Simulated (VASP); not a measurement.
# BP (F-43m) in VASP: a series of runs

Runs on BP. Level: PBEsol-based screened hybrid with 25 % exact exchange. Tasks: single point.

Program: VASP 6.6.1. These are calculated values, not measurements. Logs are shortened: lines on timing, memory, paths and dates and some standing lists are left out, and cuts for length are marked.

## 1. The cell of the first run

Symmetry: F-43m, No. 216, cubic system. Conventional cell: a = 4.445 Å, b = 4.445 Å, c = 4.445 Å, α = 90.00°, β = 90.00°, γ = 90.00°. Within 2.6 Å of P (site symmetry -43m) lie 4 B at 1.92 Å. B (site symmetry -43m) has 4 P at 1.92 Å within 2.6 Å.

## 2. Single point, PBEsol-based screened hybrid with 25 % exact exchange

POSCAR reads:

```
BP
1.0
    0.0000000000      2.2226808807      2.2226808807
    2.2226808807      0.0000000000      2.2226808807
    2.2226808807      2.2226808807      0.0000000000
P B
1 1
Direct
    0.7500000000      0.7500000000      0.7500000000
    0.0000000000      0.0000000000      0.0000000000
```

INCAR.step1 reads:

```
PREC     = Accurate       # precision mode
ENCUT    = 520            # plane-wave cutoff, eV
EDIFF    = 1E-5           # SCF threshold, eV
ISMEAR   = -1             # smearing method
SIGMA    = 0.05           # smearing width, eV
LREAL    = False          # projectors in reciprocal space
LASPH    = True           # aspherical terms in the spheres
NELM     = 100            # most SCF steps
ALGO     = Normal         # electronic algorithm
ISIF     = 2              # what is computed and relaxed
LWAVE    = True           # write WAVECAR
LCHARG   = False          # write CHGCAR
NBANDS   = 11             # bands
GGA      = PE             # functional
```

INCAR.step2 reads:

```
PREC     = Accurate       # precision mode
ENCUT    = 520            # plane-wave cutoff, eV
EDIFF    = 1E-6           # SCF threshold, eV
ISMEAR   = -1             # smearing method
SIGMA    = 0.05           # smearing width, eV
LREAL    = False          # projectors in reciprocal space
LASPH    = True           # aspherical terms in the spheres
NELM     = 100            # most SCF steps
ALGO     = Normal         # electronic algorithm
ISIF     = 2              # what is computed and relaxed
LWAVE    = False          # write WAVECAR
LCHARG   = False          # write CHGCAR
GGA      = PS             # functional
LHFCALC  = True           # exact exchange
AEXX     = 0.25           # exact-exchange fraction
HFSCREEN = 0.207          # screening, 1/A
PRECFOCK = Normal       
NBANDS   = 11             # bands
ISTART   = 1
```

KPOINTS reads:

```
regular mesh
0
Gamma
  5 5 5
```

Potentials or basis: VASP PAW PBE potentials, release 64 (P, B).

The run is started by

```sh
cat potpaw_PBE.64/P/POTCAR potpaw_PBE.64/B/POTCAR > POTCAR
cp INCAR.step1 INCAR
mpirun -np 1 vasp_std > vasp.out
cp INCAR.step2 INCAR
mpirun -np 1 vasp_std > vasp.out
```

OUTCAR:

```text
PREC = Accurate
   ENCUT = 520
   EDIFF = 1E-6
   ISMEAR = -1
   LREAL = False
   LASPH = True
   NELM = 100
   ISIF = 2
   GGA = PS
   LHFCALC = True
   AEXX = 0.25
   HFSCREEN = 0.207
   PRECFOCK = Normal
   ISTART = 1

 ion  position               nearest neighbor table
   1  0.750  0.750  0.750-   2 1.92   2 1.92   2 1.92   2 1.92
   2  0.000  0.000  0.000-   1 1.92   1 1.92   1 1.92   1 1.92

  LATTYP: Found a face centered cubic cell.
 ALAT       =     4.4453617614

  Lattice vectors:

 A1 = (   0.0000000000,   2.2226808807,   2.2226808807)
 A2 = (   2.2226808807,   0.0000000000,   2.2226808807)
 A3 = (   2.2226808807,   2.2226808807,   0.0000000000)

Analysis of symmetry for initial positions (statically):
=====================================================================
 Subroutine PRICEL returns:
 Original cell was already a primitive cell.

 Routine SETGRP: Setting up the symmetry group for a
 face centered cubic supercell.

 Subroutine GETGRP returns: Found 24 space group operations
 (whereof 24 operations were pure point group operations)
 out of a pool of 48 trial point group operations.

The static configuration has the point symmetry T_d .

Analysis of symmetry for dynamics (positions and initial velocities):
=====================================================================
 Subroutine PRICEL returns:
 Original cell was already a primitive cell.

 Routine SETGRP: Setting up the symmetry group for a
 face centered cubic supercell.

 Subroutine GETGRP returns: Found 24 space group operations
 (whereof 24 operations were pure point group operations)
 out of a pool of 48 trial point group operations.

The dynamic configuration has the point symmetry T_d .

 Subroutine INISYM returns: Found 24 space group operations
 (whereof 24 operations are pure point group operations),
 and found     1 'primitive' translations

----------------------------------------------------------------------------------------

                                     Primitive cell

  volume of cell :      21.9615

  direct lattice vectors                    reciprocal lattice vectors
     0.000000000  2.222680881  2.222680881    -0.224953570  0.224953570  0.224953570
     2.222680881  0.000000000  2.222680881     0.224953570 -0.224953570  0.224953570
     2.222680881  2.222680881  0.000000000     0.224953570  0.224953570 -0.224953570

[... 81 lines left out ...]
   EMIN   =  10.00;   EMAX   =-10.00  energy-range for DOS
   EFERMI =   0.00;   METHOD = LEGACY
   ISMEAR =    -1;   SIGMA  =   0.05  broadening in eV -4-tet -1-fermi 0-gaus
   EFERMI_NEDOS =   21; number of points for ismear=-14 and -15
   IALGO  =     38    algorithm
   IMIX   =      1    mixing-type and parameters
     AMIX     =   0.40;   BMIX     =  1.00
     AMIX_MAG =   1.60;   BMIX_MAG =  1.00
  volume/ion in A,a.u.               =      10.98        74.10
  Fermi-wavevector in a.u.,A,eV,Ry     =   1.169188  2.209445 18.599175  1.367001
  Thomas-Fermi vector in A             =   2.305664
   LORBIT       =      0    0 simple, 1 ext, 2 COOP (PROOUT), +10 PAW based schemes
   GGA     = PS    functional components
   LHFCALC =     T    Hartree Fock is set to
   PRECFOCK=normal    Normal, Fast or Accurate (Low or Medium for compatibility)
   ENCUT4O =  -1.0   cutoff for four orbital integrals eV
   NKREDX  =     1    reduce k-point grid by
   NKREDY  =     1    reduce k-point grid by
   NKREDZ  =     1    reduce k-point grid by
   AEXX    =    0.2500 exact exchange contribution
   HFSCREEN=    0.2070 screening length (either q_TF or 0.3 A-1)
   HFSCREENC=   0.2070 screening length for correlation (either q_TF or 0.3 A-1)
   ENCUTFOCK=  -1.0 apply spherical cutoff to Coloumb kernel
   IVDW    =     0    specifies the selected vdW correction
   LEPSILON=     F    determine dielectric tensor
   LRPA    =     F    only Hartree local field effects (RPA)
 non-spin polarized calculation
  energy-cutoff  :      520.00
  volume of cell :       21.96
 maximum number of plane-waves:       609
  NGX = 18; NGY = 18; NGZ = 18

 number of electron       8.0000000 magnetization

 Free energy of the ion-electron system (eV)
  ---------------------------------------------------
  ext. energy  EPLUGINS =         0.00000000
  ---------------------------------------------------
  free energy    TOTEN  =       -15.27078290 eV

  energy without entropy =      -15.27078290  energy(sigma->0) =      -15.27078290

 E-fermi :   8.6324     XC(G=0):  -9.2788

 val. band max:        7.7303290216   @ k =   0.0000   0.0000   0.0000
 cond. band min:       9.5659150671   @ k =   0.4000   0.4000   0.0000
 fundamental gap:      1.8355860455
 Fermi energy:         8.6324388062

 k-point     1 :       0.0000    0.0000    0.0000
  band No.  band energies     occupation
      1      -9.9802      2.00000
      2       7.7303      2.00000
      3       7.7303      2.00000
      4       7.7303      2.00000
      5      12.1508      0.00000
      6      12.1508      0.00000
      7      12.1508      0.00000
      8      17.4094      0.00000
      9      20.6497      0.00000
     10      21.3992      0.00000
     11      21.3992      0.00000
[... 113 lines left out ...]
 k-point    10 :      -0.4000    0.4000    0.2000
  band No.  band energies     occupation
      1      -4.9747      2.00000
      2      -0.8384      2.00000
      3       1.1550      2.00000
      4       2.7282      2.00000
      5      13.2862      0.00000
      6      14.4720      0.00000
      7      16.0473      0.00000
      8      20.2578      0.00000
      9      21.0592      0.00000
     10      24.3923      0.00000
     11      28.2876      0.00000

------------------------ aborting loop because EDIFF is reached ----------------------------------------

  FORCE on cell =-STRESS in cart. coord.  units (eV):
  Direction    XX          YY          ZZ          XY          YZ          ZX
  --------------------------------------------------------------------------------------
  -------------------------------------------------------------------------------------
  Total        1.0880223      1.0880223      1.0880223      0.0000000      0.0000000      0.0000000
  in kB       79.3756026     79.3756026     79.3756026      0.0000000      0.0000000      0.0000000
  external PRESSURE =      79.3756026 kB  Pullay stress =       0.0000000 kB

 VOLUME and BASIS-vectors are now :
 -----------------------------------------------------------------------------
  energy-cutoff  :      520.00
  volume of cell :       21.96
      direct lattice vectors                 reciprocal lattice vectors
     0.000000000  2.222680881  2.222680881    -0.224953570  0.224953570  0.224953570
     2.222680881  0.000000000  2.222680881     0.224953570 -0.224953570  0.224953570
     2.222680881  2.222680881  0.000000000     0.224953570  0.224953570 -0.224953570

 POSITION                                       TOTAL-FORCE (eV/Angst)
 -----------------------------------------------------------------------------------
      3.33402      3.33402      3.33402         0.000000      0.000000      0.000000
      0.00000      0.00000      0.00000        -0.000000     -0.000000     -0.000000
 -----------------------------------------------------------------------------------
    total drift:                               -0.000000     -0.000000     -0.000000

  FREE ENERGIE OF THE ION-ELECTRON SYSTEM (eV)
  ---------------------------------------------------
  free  energy   TOTEN  =       -15.2707828991 eV

  energy  without entropy=      -15.2707828977  energy(sigma->0) =      -15.27078290
```

OSZICAR.step1:

```text
N       E                     dE             d eps       ncg     rms          rms(c)
DAV:   1     0.804168899084E+01    0.80417E+01   -0.38722E+03   220   0.660E+02
DAV:   2    -0.131187116124E+02   -0.21160E+02   -0.20330E+02   298   0.112E+02
DAV:   3    -0.136794045166E+02   -0.56069E+00   -0.55820E+00   277   0.145E+01
DAV:   4    -0.136815241785E+02   -0.21197E-02   -0.21194E-02   255   0.105E+00
DAV:   5    -0.136815342715E+02   -0.10093E-04   -0.10093E-04   279   0.709E-02    0.790E+00
DAV:   6    -0.129408655766E+02    0.74067E+00   -0.16077E+00   244   0.567E+00    0.424E+00
DAV:   7    -0.128261267169E+02    0.11474E+00   -0.29933E-01   272   0.274E+00    0.142E+00
DAV:   8    -0.128174323693E+02    0.86943E-02   -0.29897E-02   258   0.102E+00    0.222E-01
DAV:   9    -0.128177741062E+02   -0.34174E-03   -0.70285E-04   253   0.185E-01    0.151E-01
DAV:  10    -0.128179883073E+02   -0.21420E-03   -0.25442E-04   255   0.102E-01    0.304E-02
DAV:  11    -0.128180000162E+02   -0.11709E-04   -0.13438E-05   275   0.239E-02    0.402E-02
DAV:  12    -0.128180009039E+02   -0.88771E-06   -0.46771E-06   134   0.109E-02
   1 F= -.12818001E+02 E0= -.12818000E+02  d E =-.903448E-06
```

Wall time 4.4 min (1 thread of Intel Xeon 8259CL, shared host); peak memory 0.23 GiB.

Results:

* Free energy: -15.2708 eV
* Pressure: 7.9 GPa
* Band gap on the k mesh: 1.84 eV (least direct gap 4.42 eV)

Caveat: the k points lie up to 0.49 Å⁻¹ apart; the PAW data sets were made with another functional, which shifts forces and pressure a little; an odd mesh through Γ misses points on the zone boundary, where band edges can lie.

## 3. Single point, PBEsol-based screened hybrid with 25 % exact exchange

This run uses another cell than the first one, of 11.21 Å³/atom.

POSCAR reads:

```
BP
1.0
    0.0000000000      2.2383340787      2.2383340787
    2.2383340787      0.0000000000      2.2383340787
    2.2383340787      2.2383340787      0.0000000000
P B
1 1
Direct
    0.7500000000      0.7500000000      0.7500000000
    0.0000000000      0.0000000000      0.0000000000
```

INCAR.step1 reads:

```
PREC = Accurate
ENCUT = 520
EDIFF = 1E-5
ISMEAR = -1
SIGMA = 0.05
LREAL = F
LASPH = T
NELM = 80
ALGO = Normal
ISIF = 2
LWAVE = T
LCHARG = F
NBANDS = 11
GGA = PE
```

INCAR.step2 reads:

```
PREC = Accurate
ENCUT = 520
EDIFF = 1E-7
ISMEAR = -1
SIGMA = 0.05
LREAL = F
LASPH = T
NELM = 80
ALGO = Normal
ISIF = 2
LWAVE = F
LCHARG = F
GGA = PS
LHFCALC = T
AEXX = 0.25
HFSCREEN = 0.207
PRECFOCK = Normal
NBANDS = 11
ISTART = 1
```

KPOINTS is that of step 2.

Potentials or basis: VASP PAW PBE potentials, release 64 (P, B).

The run is started by

```sh
cat potpaw_PBE.64/P/POTCAR potpaw_PBE.64/B/POTCAR > POTCAR
cp INCAR.step1 INCAR
mpirun -np 1 vasp_std > vasp.out
cp INCAR.step2 INCAR
mpirun -np 1 vasp_std > vasp.out
```

Run time: 5.2 min. Hardware: 1 thread of Intel Xeon 8259CL, shared host; peak memory 0.23 GiB.

Results (log left out):

```yaml
Free_energy: -15.2879 eV
Pressure: 3.7 GPa
Band_gap_on_the_k_mesh: 1.86 eV (least direct gap 4.38 eV)
```

Levels at points of the mesh, in eV from the valence-band top:
```
           k point  band 1  band 2  band 3  band 4  band 5  band 6  band 7  band 8  band 9
(0.00, 0.00, 0.00)  -17.50    0.00    0.00    0.00    4.38    4.38    4.38    9.33   12.75
```

Caveat: the k points lie up to 0.49 Å⁻¹ apart; the PAW data sets were made with another functional, which shifts forces and pressure a little; an odd mesh through Γ misses points on the zone boundary, where band edges can lie.

## 4. Single point, PBEsol-based screened hybrid with 25 % exact exchange

This run uses another cell than the first one, of 11.45 Å³/atom.

POSCAR reads:

```
BP
1.0
    0.0000000000      2.2537713532      2.2537713532
    2.2537713532      0.0000000000      2.2537713532
    2.2537713532      2.2537713532      0.0000000000
P B
1 1
Direct
    0.7500000000      0.7500000000      0.7500000000
    0.0000000000      0.0000000000      0.0000000000
```

INCAR.step1 reads:

```
SYSTEM = BP
  PREC = Accurate
  ENCUT = 520
  EDIFF = 1E-5
  ISMEAR = -1
  SIGMA = 0.05
  LREAL = .FALSE.
  LASPH = .TRUE.
  NELM = 100
  ALGO = Normal
  ISIF = 2
  LWAVE = .TRUE.
  LCHARG = .FALSE.
  NBANDS = 11
  GGA = PE
```

INCAR.step2 reads:

```
SYSTEM = BP
  PREC = Accurate
  ENCUT = 520
  EDIFF = 1E-7
  ISMEAR = -1
  SIGMA = 0.05
  LREAL = .FALSE.
  LASPH = .TRUE.
  NELM = 100
  ALGO = Normal
  ISIF = 2
  LWAVE = .FALSE.
  LCHARG = .FALSE.
  GGA = PS
  LHFCALC = .TRUE.
  AEXX = 0.25
  HFSCREEN = 0.207
  PRECFOCK = Normal
  NBANDS = 11
  ISTART = 1
```

KPOINTS reads:

```
Automatic mesh
0
G
  5 5 5
  0 0 0
```

Potentials or basis: VASP PAW PBE potentials, release 64 (P, B).

The run is started by

```sh
cat potpaw_PBE.64/P/POTCAR potpaw_PBE.64/B/POTCAR > POTCAR
cp INCAR.step1 INCAR
mpirun -np 1 vasp_std > vasp.out
cp INCAR.step2 INCAR
mpirun -np 1 vasp_std > vasp.out
```

OUTCAR:

```text
SYSTEM = BP
   PREC = Accurate
   ENCUT = 520
   EDIFF = 1E-7
   ISMEAR = -1
   LREAL = .FALSE.
   LASPH = .TRUE.
   NELM = 100
   ISIF = 2
   GGA = PS
   LHFCALC = .TRUE.
   AEXX = 0.25
   HFSCREEN = 0.207
   PRECFOCK = Normal
   ISTART = 1

 ion  position               nearest neighbor table
   1  0.750  0.750  0.750-   2 1.95   2 1.95   2 1.95   2 1.95
   2  0.000  0.000  0.000-   1 1.95   1 1.95   1 1.95   1 1.95

  LATTYP: Found a face centered cubic cell.
[... 320 lines left out ...]

------------------------ aborting loop because EDIFF is reached ----------------------------------------

  FORCE on cell =-STRESS in cart. coord.  units (eV):
  Direction    XX          YY          ZZ          XY          YZ          ZX
  --------------------------------------------------------------------------------------
  -------------------------------------------------------------------------------------
  Total       -0.0123159     -0.0123159     -0.0123159      0.0000000      0.0000000      0.0000000
  in kB       -0.8618209     -0.8618209     -0.8618209      0.0000000      0.0000000      0.0000000
  external PRESSURE =      -0.8618209 kB  Pullay stress =       0.0000000 kB

 VOLUME and BASIS-vectors are now :
 -----------------------------------------------------------------------------
  energy-cutoff  :      520.00
  volume of cell :       22.90
      direct lattice vectors                 reciprocal lattice vectors
     0.000000000  2.253771353  2.253771353    -0.221850366  0.221850366  0.221850366
     2.253771353  0.000000000  2.253771353     0.221850366 -0.221850366  0.221850366
     2.253771353  2.253771353  0.000000000     0.221850366  0.221850366 -0.221850366

 POSITION                                       TOTAL-FORCE (eV/Angst)
 -----------------------------------------------------------------------------------
      3.38066      3.38066      3.38066        -0.000000     -0.000000     -0.000000
      0.00000      0.00000      0.00000         0.000000      0.000000      0.000000
 -----------------------------------------------------------------------------------
    total drift:                                0.000000      0.000000      0.000000

  FREE ENERGIE OF THE ION-ELECTRON SYSTEM (eV)
  ---------------------------------------------------
  free  energy   TOTEN  =       -15.2934671373 eV

  energy  without entropy=      -15.2934671365  energy(sigma->0) =      -15.29346714
```

Run time: 4.6 min. Hardware: 1 thread of Intel Xeon 8259CL, shared host; peak memory 0.23 GiB.

Results:

- Free energy: -15.2935 eV
- Pressure: -0.1 GPa
- Band gap on the k mesh: 1.89 eV (least direct gap 4.35 eV)

Caveat: the k points lie up to 0.48 Å⁻¹ apart; the PAW data sets were made with another functional, which shifts forces and pressure a little; an odd mesh through Γ misses points on the zone boundary, where band edges can lie.

## 5. Overview

| cell | gap on the mesh (eV) | pressure (GPa) |
| --- | --- | --- |
| a = 3.143 Å, angles 60.0°, 2 atoms | 1.84 | 7.9 |
| a = 3.165 Å, angles 60.0°, 2 atoms | 1.86 | 3.7 |
| a = 3.187 Å, angles 60.0°, 2 atoms | 1.89 | -0.1 |

Alike in all rows: task single point; level PBEsol-based screened hybrid with 25 % exact exchange; potentials or basis VASP PAW PBE potentials, release 64 (P, B); no spin polarisation; k mesh 5 × 5 × 5; cutoff (eV) 520; smearing fermi-dirac 0.05 eV.

Caveats: all runs use coarse meshes; the PAW data sets were made with another functional, which shifts forces and pressure a little; an odd mesh through Γ misses points on the zone boundary, where band edges can lie.

Total energies depend on the potentials used, so only differences within one code and one set of settings carry meaning.
